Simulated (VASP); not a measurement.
## Be: relaxation of cell and atoms with PBEsol+D3(BJ)

Crystal: Be.

```xyz
2
Lattice="2.2853 0.0000 0.0000 -1.1426 1.9791 0.0000 0.0000 0.0000 3.5842" Properties=species:S:1:pos:R:3 pbc="T T T"
Be    1.1427    0.6597    2.6882
Be    0.0000    1.3194    0.8961
```

| Property | Result |
| --- | --- |
| Program | VASP 6.6.1 |
| Task | relaxation of cell and atoms |
| Functional | PBEsol |
| Dispersion | D3(BJ) |
| Potentials or basis | VASP PAW PBE potentials, release 64 (Be) |
| Cutoff | 600 eV |
| k mesh | 13 × 13 × 8 |
| Occupations | fermi-dirac, width 0.05 eV |
| Spin | no spin polarisation |
| Dipole correction | no |
| Further INCAR settings | ALGO = Fast; EDIFF = 1e-07; IBRION = 2; EDIFFG = -0.01; NSW = 60; ISIF = 3 |

```
Relaxed volume                         : 7.51 Å³/atom
Relaxed cell                           : a = 2.226 Å, b = 2.226 Å, c = 3.497 Å, α = 90.00°, β = 90.00°, γ = 120.00°
Space group after relaxing (to 0.05 Å) : P6_3/mmc (No. 194)
Energy gained by relaxing              : 17.1 meV/atom
Ionic steps                            : 6
Pressure after relaxing                : 0.2 GPa
Band gap on the k mesh                 : zero (band 2 reaches 8.55 eV, above the bottom of band 3 at 6.91 eV)
Dispersion energy per atom             : -0.285 eV
```

Step by step:
```
step  energy change (eV)  largest force (eV/Å)  pressure (GPa)  volume (Å³)
   1              0.0000                0.0000           -8.77        16.21
   2             -0.0333                0.0000           -1.35        15.19
   3             -0.0340                0.0000           -0.08        15.04
   4             -0.0340                0.0000            0.12        15.02
   5             -0.0341                0.0000            0.15        15.01
   6             -0.0341                0.0000            0.15        15.01
```

Final structure:
```
CELL_PARAMETERS angstrom
2.22633 0.00000 0.00000
-1.11316 1.92806 0.00000
0.00000 0.00000 3.49705
ATOMIC_POSITIONS crystal
Be 0.66667 0.33333 0.75000
Be 0.33333 0.66667 0.25000
```

Levels at points of the mesh, in eV from the Fermi level:
| k point | band 1 | band 2 | band 3 | band 4 | band 5 | band 6 |
| --- | --- | --- | --- | --- | --- | --- |
| (0.00, 0.00, 0.00) | -11.44 | -4.43 | 1.54 | 16.80 | 16.80 | 19.76 |
| (0.00, 0.00, 0.50) | -9.23 | -9.23 | 11.42 | 11.42 | 18.53 | 18.53 |

Run time: 19 s on 1 thread of Intel Xeon 6975P-C (shared host), peak memory 0.14 GiB.

Caveat: the PAW data sets were made with another functional, which shifts forces and pressure a little; pairwise dispersion overbinds metals, which lowers pressure and volume.
